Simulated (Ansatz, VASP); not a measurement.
# Two plane-wave programs on In2GaP3

File INCAR:

```
SYSTEM = In2GaP3
PREC     = Accurate       ! precision mode
ENCUT    = 600            ! plane-wave cutoff, eV
EDIFF    = 1E-6           ! SCF threshold, eV
ISMEAR   = 0              ! smearing method
SIGMA    = 0.1            ! smearing width, eV
LREAL    = .False.        ! projectors in reciprocal space
LASPH    = .True.         ! aspherical terms in the spheres
NELM     = 60             ! most SCF steps
ALGO     = Normal         ! electronic algorithm
ISIF     = 3              ! what is computed and relaxed
LWAVE    = .False.        ! write WAVECAR
LCHARG   = .False.        ! write CHGCAR
GGA      = PE             ! functional
IBRION   = 2              ! ionic algorithm
NSW      = 80             ! ionic steps
EDIFFG   = -0.025         ! ionic threshold
```

Contents of KPOINTS:

```
Automatic mesh
0
Gamma
  4 2 2
  0 0 0
```

The input POSCAR:

```
In2GaP3
1.0
    4.1287007579      0.0523136076     -0.0340430530
    0.0906098264      7.0690897411      0.0210621714
   -0.0836951110      0.0298960702      9.9149877276
In Ga P
4 2 6
Direct
    0.4890417261      0.4988609820      1.0005055510
    0.0063034276      1.0081332226      0.9914463749
    0.4929774760      0.1543553134      0.3377662534
    1.0016583659      0.6626829512      0.3354722872
    0.0141757576      0.3473557536      0.6584209540
    0.5045395273      0.8300995460      0.6660040300
    1.0015246605     -0.0004280171      0.7429037258
    0.5161012704      0.5108765997      0.7290297436
   -0.0152523877      0.3351871401      0.4312904693
    0.4978116750      0.8289437464      0.4317244344
    0.4972832613      0.1609575692      0.0867706443
    0.9938352400      0.6629751930      0.0886655320
```

Input for Ansatz:

```yaml
crystal:
  lattice:
    - [4.1287007579, 0.0523136076, -0.034043053]
    - [0.0906098264, 7.0690897411, 0.0210621714]
    - [-0.083695111, 0.0298960702, 9.9149877276]
  atoms:
    - { symbol: In, position: [0.4890417261, 0.498860982, 1.000505551] }
    - { symbol: In, position: [0.0063034276, 1.0081332226, 0.9914463749] }
    - { symbol: In, position: [0.492977476, 0.1543553134, 0.3377662534] }
    - { symbol: In, position: [1.0016583659, 0.6626829512, 0.3354722872] }
    - { symbol: Ga, position: [0.0141757576, 0.3473557536, 0.658420954] }
    - { symbol: Ga, position: [0.5045395273, 0.830099546, 0.66600403] }
    - { symbol: P, position: [1.0015246605, -0.0004280171, 0.7429037258] }
    - { symbol: P, position: [0.5161012704, 0.5108765997, 0.7290297436] }
    - { symbol: P, position: [-0.0152523877, 0.3351871401, 0.4312904693] }
    - { symbol: P, position: [0.497811675, 0.8289437464, 0.4317244344] }
    - { symbol: P, position: [0.4972832613, 0.1609575692, 0.0867706443] }
    - { symbol: P, position: [0.99383524, 0.662975193, 0.088665532] }
basis:
  ecutwfc: 420
kpoints:
  mp_grid: { grid: [4, 2, 2] }
hamiltonian:
  xc: pbe
scf:
  occupations: { method: gaussian, width: 0.1 }
  lower_state_search: "off"
output:
  forces: true
  stress: true
  eigenvalues: true
relax:
  adjacent_minimum: "off"
  f_tol: 0.025
  max_steps: 60
  cell: { stress_tol: 0.25 }
```

Change from the starting cell: cell x2, atoms moved at random (sigma 0.05 Å) and cell strained at random (1.5 %), then relaxed without symmetry.

Alike in both runs: task relaxation of cell and atoms; functional PBE; k mesh 4 × 2 × 2; occupations gaussian, width 0.1 eV; no spin polarisation.

```csv
,VASP,Ansatz
version,VASP 6.6.1,Ansatz 0.2.0
potentials or method,"VASP PAW PBE potentials, release 64 (In_d, Ga_d, P), cutoff 600 eV","scalar-relativistic, plane waves, PAW"
valence electrons in the cell,108,108
```

Ansatz gave:

```
gap on the k mesh at the Fermi level, each at its own relaxed structure (eV)  : 0.41
relaxed volume (Å³/atom)                                                      : 24.57
relaxed length of the cell vector where the two differ most in proportion (Å) : 10.077
```

Task: What did VASP give for the same quantities?

Result: gap on the k mesh at the Fermi level, each at its own relaxed structure (eV): 0.41; relaxed volume (Å³/atom): 24.57; relaxed length of the cell vector where the two differ most in proportion (Å): 10.071.

The k mesh is coarse, so the values compare programs but aren't converged.
